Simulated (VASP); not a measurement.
# FeO (Wuestite) (Fm-3m) in VASP: settings compared

FeO (Wuestite) is run at these levels: PBE, BLYP; tasks: single point.

All numbers are computed with VASP 6.6.1; they aren't measurements. Logs are shortened: lines on timing, memory, paths and dates and some standing lists are left out, and cuts for length are marked.

**The experiment to reproduce.**

From “W\"ustite: Electric, thermodynamic and optical properties of FeO”, 2012, arxiv:1203.1201, for a bulk crystal of FeO: band gap 2.4 eV (optical).

The results are compared with them further down.

### Step 1. The cell of the first run

The structure is cubic, space group Fm-3m (No. 225). The conventional cell has a = 4.311 Å, b = 4.311 Å, c = 4.311 Å, α = 90.00°, β = 90.00°, γ = 90.00°. Fe (site symmetry m-3m) has 6 O at 2.16 Å within 2.9 Å. Within 2.9 Å of O (site symmetry m-3m) lie 6 Fe at 2.16 Å.

### Step 2. Single point, PBE, collinear spin, ferromagnetic start

File INCAR:

```
SYSTEM = FeO
PREC = Accurate
ENCUT = 520
EDIFF = 1E-6
ISMEAR = 0
SIGMA = 0.022
LREAL = .False.
LASPH = .True.
NELM = 150
ALGO = Normal
ISIF = 2
LWAVE = .False.
LCHARG = .True.
ISPIN = 2
MAGMOM = 3 0
LORBIT = 11
LMAXMIX = 4
GGA = PE
LELF = .True.
LVHAR = .True.
NBANDS = 18
```

File KPOINTS:

```
Automatic mesh
0
Gamma
  11 11 11
  0 0 0
```

File POSCAR:

```
FeO
1.0
    0.0000000000      2.1554000000      2.1554000000
    2.1554000000      0.0000000000      2.1554000000
    2.1554000000      2.1554000000      0.0000000000
Fe O
1 1
Direct
    0.0000000000      0.0000000000      0.0000000000
    0.5000000000      0.5000000000      0.5000000000
```

Potentials or basis: VASP PAW PBE potentials, release 64 (Fe, O).

Run with:

```
$ cat potpaw_PBE.64/Fe/POTCAR potpaw_PBE.64/O/POTCAR > POTCAR
$ mpirun -np 1 vasp_std > vasp.out
```

OUTCAR:

```text
SYSTEM = FeO
   PREC = Accurate
   ENCUT = 520
   EDIFF = 1E-6
   ISMEAR = 0
   LREAL = .False.
   LASPH = .True.
   NELM = 150
   ISIF = 2
   ISPIN = 2
   LORBIT = 11
   GGA = PE

 ion  position               nearest neighbor table
   1  0.000  0.000  0.000-   2 2.16   2 2.16   2 2.16   2 2.16   2 2.16   2 2.16
   2  0.500  0.500  0.500-   1 2.16   1 2.16   1 2.16   1 2.16   1 2.16   1 2.16

  LATTYP: Found a face centered cubic cell.
 ALAT       =     4.3108000000

  Lattice vectors:

 A1 = (   0.0000000000,   2.1554000000,   2.1554000000)
 A2 = (   2.1554000000,   0.0000000000,   2.1554000000)
 A3 = (   2.1554000000,   2.1554000000,   0.0000000000)

Analysis of symmetry for initial positions (statically):
=====================================================================
 Subroutine PRICEL returns:
 Original cell was already a primitive cell.

 Routine SETGRP: Setting up the symmetry group for a
 face centered cubic supercell.

 Subroutine GETGRP returns: Found 48 space group operations
 (whereof 48 operations were pure point group operations)
 out of a pool of 48 trial point group operations.

The static configuration has the point symmetry O_h .

Analysis of symmetry for dynamics (positions and initial velocities):
=====================================================================
 Subroutine PRICEL returns:
 Original cell was already a primitive cell.

 Routine SETGRP: Setting up the symmetry group for a
 face centered cubic supercell.

 Subroutine GETGRP returns: Found 48 space group operations
 (whereof 48 operations were pure point group operations)
 out of a pool of 48 trial point group operations.

The dynamic configuration has the point symmetry O_h .

Analysis of structural, dynamic, and magnetic symmetry:
=====================================================================
 Subroutine PRICEL returns:
 Original cell was already a primitive cell.

 Routine SETGRP: Setting up the symmetry group for a
 face centered cubic supercell.

 Subroutine GETGRP returns: Found 48 space group operations
 (whereof 48 operations were pure point group operations)
 out of a pool of 48 trial point group operations.

The overall configuration has the point symmetry O_h .

 Subroutine INISYM returns: Found 48 space group operations
 (whereof 48 operations are pure point group operations),
 and found     1 'primitive' translations

----------------------------------------------------------------------------------------

                                     Primitive cell

  volume of cell :      20.0269

  direct lattice vectors                    reciprocal lattice vectors
     0.000000000  2.155400000  2.155400000    -0.231975503  0.231975503  0.231975503
     2.155400000  0.000000000  2.155400000     0.231975503 -0.231975503  0.231975503
     2.155400000  2.155400000  0.000000000     0.231975503  0.231975503 -0.231975503

  length of vectors
     3.048195912  3.048195912  3.048195912     0.401793358  0.401793358  0.401793358

  position of ions in fractional coordinates (direct lattice)
     0.000000000  0.000000000  0.000000000
     0.500000000  0.500000000  0.500000000

  ion indices of the primitive-cell ions
   primitive index   ion index
                 1           1
                 2           2

----------------------------------------------------------------------------------------

 KPOINTS: Automatic mesh

Automatic generation of k-mesh.
 Grid dimensions read from file:
 generate k-points for:   11   11   11

 Generating k-lattice:

  Cartesian coordinates                     Fractional coordinates (reciprocal lattice)
    -0.021088682  0.021088682  0.021088682     0.090909091  0.000000000  0.000000000
     0.021088682 -0.021088682  0.021088682     0.000000000  0.090909091  0.000000000
     0.021088682  0.021088682 -0.021088682     0.000000000  0.000000000  0.090909091

  Length of vectors
     0.036526669  0.036526669  0.036526669

  Shift w.r.t. Gamma in fractional coordinates (k-lattice)
     0.000000000  0.000000000  0.000000000

 Subroutine IBZKPT returns following result:
 ===========================================

 Found     56 irreducible k-points:

 Following reciprocal coordinates:
            Coordinates               Weight
  0.000000  0.000000  0.000000      1.000000
  0.090909  0.000000  0.000000      8.000000
  0.181818  0.000000  0.000000      8.000000
  0.272727  0.000000  0.000000      8.000000
  0.363636  0.000000  0.000000      8.000000
  0.454545  0.000000  0.000000      8.000000
[... 16 lines left out ...]
 -0.272727  0.181818  0.000000     24.000000
 -0.181818  0.181818  0.000000     12.000000
 [... further k-points ...]
   k-points           NKPTS =     56   k-points in BZ     NKDIM =     56   number of bands    NBANDS=     18
   number of dos      NEDOS =    301   number of ions     NIONS =      2
   total plane-waves  NPLWV =  13824
   dimension x,y,z NGX =    24 NGY =   24 NGZ =   24
   dimension x,y,z NGXF=    48 NGYF=   48 NGZF=   48
   ions per type =               1   1
   NGX,Y,Z   is equivalent  to a cutoff of  13.09, 13.09, 13.09 a.u.
   NGXF,Y,Z  is equivalent  to a cutoff of  26.18, 26.18, 26.18 a.u.
 SYSTEM =  FeO
   PREC   = accura    normal or accurate (medium, high low for compatibility)
   ISTART =      0    job   : 0-new  1-cont  2-samecut
   ICHARG =      2    charge: 1-file 2-atom 10-const
   ISPIN  =      2    spin polarized calculation?
   LNONCOLLINEAR =      F non collinear calculations
   LSORBIT =      F    spin-orbit coupling
   LASPH  =      T    aspherical Exc in radial PAW
   ENCUT  =  520.0 eV  38.22 Ry    6.18 a.u.   5.67  5.67  5.67*2*pi/ulx,y,z
   NELM   =    150;   NELMIN=  2; NELMDL= -5     # of ELM steps
   EDIFF  = 0.1E-05   stopping-criterion for ELM
   LREAL  =      F    real-space projection
   EDIFFG = 0.1E-04   stopping-criterion for IOM
   NSW    =      0    number of steps for IOM
   IBRION =     -1    ionic relax: 0-MD 1-quasi-New 2-CG
   NFREE  =      0    steps in history (QN), initial steepest desc. (CG)
   ISIF   =      2    stress and relaxation
   ISYM   =      2    0-nonsym 1-usesym 2-fastsym
   POTIM  = 0.5000    time-step for ionic-motion
   TEBEG  =    0.0;   TEEND  =   0.0 temperature during run
   PSTRESS=    0.0 pullay stress
   NELECT =      14.0000    total number of electrons
   NUPDOWN=      -1.0000    fix difference up-down
   EMIN   =  10.00;   EMAX   =-10.00  energy-range for DOS
   EFERMI =   0.00;   METHOD = LEGACY
   ISMEAR =     0;   SIGMA  =   0.02  broadening in eV -4-tet -1-fermi 0-gaus
   EFERMI_NEDOS =   21; number of points for ismear=-14 and -15
   IALGO  =     38    algorithm
   IMIX   =      4    mixing-type and parameters
     AMIX     =   0.40;   BMIX     =  1.00
     AMIX_MAG =   1.60;   BMIX_MAG =  1.00
  volume/ion in A,a.u.               =      10.01        67.57
  Fermi-wavevector in a.u.,A,eV,Ry     =   1.452935  2.745650 28.722187  2.111021
  Thomas-Fermi vector in A             =   2.570260
   LORBIT       =     11    0 simple, 1 ext, 2 COOP (PROOUT), +10 PAW based schemes
   GGA     = PE    functional components
   LHFCALC =     F    Hartree Fock is set to
   AEXX    =    0.0000 exact exchange contribution
   IVDW    =     0    specifies the selected vdW correction
   LEPSILON=     F    determine dielectric tensor
   LRPA    =     F    only Hartree local field effects (RPA)
 spin polarized calculation
 Gauss-broadening in eV      SIGMA  =   0.02
  energy-cutoff  :      520.00
  volume of cell :       20.03
 maximum number of plane-waves:       556
   NGX = 11   NGY = 11   NGZ = 11

 number of electron      13.9999999 magnetization       3.9996624

 Free energy of the ion-electron system (eV)
  ---------------------------------------------------
  ext. energy  EPLUGINS =         0.00000000
  ---------------------------------------------------
  free energy    TOTEN  =       -14.92978062 eV

  energy without entropy =      -14.92925849  energy(sigma->0) =      -14.92951956

 E-fermi :   6.2025     XC(G=0): -12.1641

 val. band max:        6.1992575545   @ k =  -0.3636   0.2727   0.0909
 cond. band min:       6.2117030723   @ k =  -0.1818   0.0909   0.0000
 fundamental gap:      0.0124455178
 Fermi energy:         6.2024839483

 spin component 1

 k-point     1 :       0.0000    0.0000    0.0000
  band No.  band energies     occupation
      1     -14.5197      1.00000
      2       2.3267      1.00000
      3       2.3267      1.00000
      4       2.3267      1.00000
      5       2.4055      1.00000
      6       2.4055      1.00000
[... 10 lines left out ...]
     17      26.8359      0.00000
     18      29.9579      0.00000

 k-point     2 :       0.0909    0.0000    0.0000
  band No.  band energies     occupation
      1     -14.4383      1.00000
      2       1.4885      1.00000
      3       1.6006      1.00000
      4       1.6006      1.00000
      5       2.4074      1.00000
      6       2.4074      1.00000
[... 10 lines left out ...]
     17      27.8298      0.00000
     18      31.2613      0.00000

 k-point     3 :       0.1818    0.0000    0.0000
  band No.  band energies     occupation
      1     -14.2121      1.00000
      2       0.2495      1.00000
      3       0.8504      1.00000
      4       0.8504      1.00000
      5       2.5671      1.00000
      6       2.5671      1.00000
[... 10 lines left out ...]
     17      30.1351      0.00000
     18      33.3973      0.00000

 k-point     4 :       0.2727    0.0000    0.0000
  band No.  band energies     occupation
      1     -13.8954      1.00000
      2      -0.9676      1.00000
      3       0.2446      1.00000
      4       0.2446      1.00000
      5       2.7838      1.00000
      6       2.7838      1.00000
[... 375 lines left out ...]
      4      -0.3212      1.00000
      5       3.0415      1.00000
      6       3.0476      1.00000
[... 10 lines left out ...]
     17      32.9904      0.00000
     18      33.9924      0.00000

 k-point    23 :      -0.2727    0.1818    0.0000
  band No.  band energies     occupation
      1     -13.5612      1.00000
      2      -1.6081      1.00000
      3      -0.2331      1.00000
      4       0.0377      1.00000
      5       2.8539      1.00000
      6       3.0371      1.00000
[... 10 lines left out ...]
     17      32.6994      0.00000
     18      34.4361      0.00000

 k-point    24 :      -0.1818    0.1818    0.0000
  band No.  band energies     occupation
      1     -13.8186      1.00000
      2      -1.0564      1.00000
      3       0.0180      1.00000
      4       0.5149      1.00000
      5       2.6773      1.00000
      6       2.9549      1.00000
[... 10 lines left out ...]
     17      32.7140      0.00000
     18      34.4739      0.00000

 [... further k-points ...]

 spin component 2

 k-point     1 :       0.0000    0.0000    0.0000
  band No.  band energies     occupation
      1     -13.9876      1.00000
      2       2.9634      1.00000
      3       2.9634      1.00000
      4       2.9634      1.00000
      5       5.4657      1.00000
      6       5.4660      1.00000
[... 10 lines left out ...]
     17      28.4260      0.00000
     18      31.0367      0.00000

 k-point     2 :       0.0909    0.0000    0.0000
  band No.  band energies     occupation
      1     -13.9051      1.00000
      2       2.3211      1.00000
      3       2.7214      1.00000
      4       2.7214      1.00000
      5       5.5684      1.00000
      6       5.5686      1.00000
[... 10 lines left out ...]
     17      29.2172      0.00000
     18      32.4816      0.00000

 k-point     3 :       0.1818    0.0000    0.0000
  band No.  band energies     occupation
      1     -13.6758      1.00000
      2       1.0714      1.00000
      3       2.2066      1.00000
      4       2.2067      1.00000
      5       5.7757      1.00000
      6       5.8073      1.00000
[... 10 lines left out ...]
     17      31.1394      0.00000
     18      34.6543      0.00000

 k-point     4 :       0.2727    0.0000    0.0000
  band No.  band energies     occupation
      1     -13.3547      1.00000
      2      -0.1779      1.00000
      3       1.6872      1.00000
      4       1.6872      1.00000
      5       6.0655      1.00000
      6       6.1079      1.00000
[... 375 lines left out ...]
      4       1.1217      1.00000
      5       6.4450      0.00000
      6       6.4506      0.00000
[... 10 lines left out ...]
     17      33.5669      0.00000
     18      34.6445      0.00000

 k-point    23 :      -0.2727    0.1818    0.0000
  band No.  band energies     occupation
      1     -13.0091      1.00000
      2      -0.7761      1.00000
      3       1.0555      1.00000
      4       1.2480      1.00000
      5       6.1854      0.86419
      6       6.3413      0.00000
[... 10 lines left out ...]
     17      33.3083      0.00000
     18      35.2232      0.00000

 k-point    24 :      -0.1818    0.1818    0.0000
  band No.  band energies     occupation
      1     -13.2738      1.00000
      2      -0.1825      1.00000
      3       1.5137      1.00000
      4       1.5461      1.00000
      5       5.9437      1.00000
      6       6.1581      0.99783
[... 10 lines left out ...]
     17      33.4969      0.00000
     18      35.2270      0.00000

 [... further k-points ...]
[... 5 lines left out ...]
  --------------------------------------------------------------------------------------
  -------------------------------------------------------------------------------------
  Total       -0.0285708     -0.0285708     -0.0285708     -0.0000000     -0.0000000      0.0000000
  in kB       -2.2857029     -2.2857029     -2.2857029     -0.0000000     -0.0000000      0.0000000
  external PRESSURE =      -2.2857029 kB  Pullay stress =       0.0000000 kB

 VOLUME and BASIS-vectors are now :
 -----------------------------------------------------------------------------
  energy-cutoff  :      520.00
  volume of cell :       20.03
      direct lattice vectors                 reciprocal lattice vectors
     0.000000000  2.155400000  2.155400000    -0.231975503  0.231975503  0.231975503
     2.155400000  0.000000000  2.155400000     0.231975503 -0.231975503  0.231975503
     2.155400000  2.155400000  0.000000000     0.231975503  0.231975503 -0.231975503

 POSITION                                       TOTAL-FORCE (eV/Angst)
 -----------------------------------------------------------------------------------
      0.00000      0.00000      0.00000         0.000000      0.000000      0.000000
      2.15540      2.15540      2.15540        -0.000000     -0.000000     -0.000000
 -----------------------------------------------------------------------------------
    total drift:                                0.000000     -0.000000      0.000000

  FREE ENERGIE OF THE ION-ELECTRON SYSTEM (eV)
  ---------------------------------------------------
  free  energy   TOTEN  =       -14.9297806249 eV

  energy  without entropy=      -14.9292584930  energy(sigma->0) =      -14.92951956

 total charge

# of ion       s       p       d       tot
------------------------------------------
    1        0.287   0.358   6.086   6.731
    2        1.556   3.438   0.000   4.994
--------------------------------------------------
tot          1.844   3.796   6.086  11.725

 magnetization (x)

# of ion       s       p       d       tot
------------------------------------------
    1        0.027   0.021   3.571   3.619
    2        0.030   0.272   0.000   0.301
--------------------------------------------------
tot          0.057   0.293   3.571   3.920
```

Wall time 81 s (1 thread of AMD EPYC 7R13, shared host); peak memory 0.14 GiB.

Results:

```
Free energy                                           : -14.9298 eV
Pressure                                              : -0.2 GPa
Band gap on the k mesh                                : zero (filled and empty bands overlap)
Net moment                                            : 4.00 μB per cell
Site moments                                          : Fe +3.62; O +0.30 μB
Valence electrons inside the program's atomic spheres : Fe 6.73; O 4.99
```

Caveat: a cell with one magnetic atom can't hold antiferromagnetic order, which such compounds often take; semilocal functionals often make such compounds metallic where correlation or magnetic order opens a gap, which also shifts bond lengths.

### Step 3. Single point, PBE, collinear spin, ferromagnetic start

File INCAR:

```
PREC = Accurate
ENCUT = 520
EDIFF = 1E-6
ISMEAR = 0
SIGMA = 0.023
LREAL = False
LASPH = True
NELM = 150
ALGO = Normal
ISIF = 2
LWAVE = False
LCHARG = True
ISPIN = 2
MAGMOM = 3 0
LORBIT = 11
LMAXMIX = 4
GGA = PE
LELF = True
LVHAR = True
NBANDS = 18
```

File KPOINTS:

```
Automatic mesh
0
Gamma
  11 11 11
```

POSCAR is that of step 2.

Potentials or basis: VASP PAW PBE potentials, release 64 (Fe, O).

Run with:

```
$ cat potpaw_PBE.64/Fe/POTCAR potpaw_PBE.64/O/POTCAR > POTCAR
$ mpirun -np 1 vasp_std > vasp.out
```

OUTCAR:

```text
PREC = Accurate
   ENCUT = 520
   EDIFF = 1E-6
   ISMEAR = 0
   LREAL = False
   LASPH = True
   NELM = 150
   ISIF = 2
   ISPIN = 2
   LORBIT = 11
   GGA = PE

 ion  position               nearest neighbor table
   1  0.000  0.000  0.000-   2 2.16   2 2.16   2 2.16   2 2.16   2 2.16   2 2.16
   2  0.500  0.500  0.500-   1 2.16   1 2.16   1 2.16   1 2.16   1 2.16   1 2.16

  LATTYP: Found a face centered cubic cell.
 ALAT       =     4.3108000000

  Lattice vectors:

 A1 = (   0.0000000000,   2.1554000000,   2.1554000000)
 A2 = (   2.1554000000,   0.0000000000,   2.1554000000)
 A3 = (   2.1554000000,   2.1554000000,   0.0000000000)

[... 1221 lines left out ...]
 VOLUME and BASIS-vectors are now :
 -----------------------------------------------------------------------------
  energy-cutoff  :      520.00
  volume of cell :       20.03
      direct lattice vectors                 reciprocal lattice vectors
     0.000000000  2.155400000  2.155400000    -0.231975503  0.231975503  0.231975503
     2.155400000  0.000000000  2.155400000     0.231975503 -0.231975503  0.231975503
     2.155400000  2.155400000  0.000000000     0.231975503  0.231975503 -0.231975503

 POSITION                                       TOTAL-FORCE (eV/Angst)
 -----------------------------------------------------------------------------------
      0.00000      0.00000      0.00000        -0.000000     -0.000000     -0.000000
      2.15540      2.15540      2.15540         0.000000      0.000000      0.000000
 -----------------------------------------------------------------------------------
    total drift:                                0.000000     -0.000000      0.000000

  FREE ENERGIE OF THE ION-ELECTRON SYSTEM (eV)
  ---------------------------------------------------
  free  energy   TOTEN  =       -14.9298046870 eV

  energy  without entropy=      -14.9292439196  energy(sigma->0) =      -14.92952430

 total charge

# of ion       s       p       d       tot
------------------------------------------
    1        0.287   0.358   6.086   6.731
    2        1.556   3.438   0.000   4.994
--------------------------------------------------
tot          1.844   3.796   6.086  11.725

 magnetization (x)

# of ion       s       p       d       tot
------------------------------------------
    1        0.027   0.021   3.571   3.619
    2        0.030   0.272   0.000   0.301
--------------------------------------------------
tot          0.057   0.293   3.571   3.920
```

Run time: 70 s. Hardware: 1 thread of AMD EPYC 7R13, shared host; peak memory 0.14 GiB.

Results:

- Free energy: -14.9298 eV
- Pressure: -0.2 GPa
- Band gap on the k mesh: zero (filled and empty bands overlap)
- Net moment: 4.00 μB per cell
- Site moments: Fe +3.62; O +0.30 μB
- Valence electrons inside the program's atomic spheres: Fe 6.73; O 4.99

Caveat: a cell with one magnetic atom can't hold antiferromagnetic order, which such compounds often take; semilocal functionals often make such compounds metallic where correlation or magnetic order opens a gap, which also shifts bond lengths.

[end of part 1 of 2]
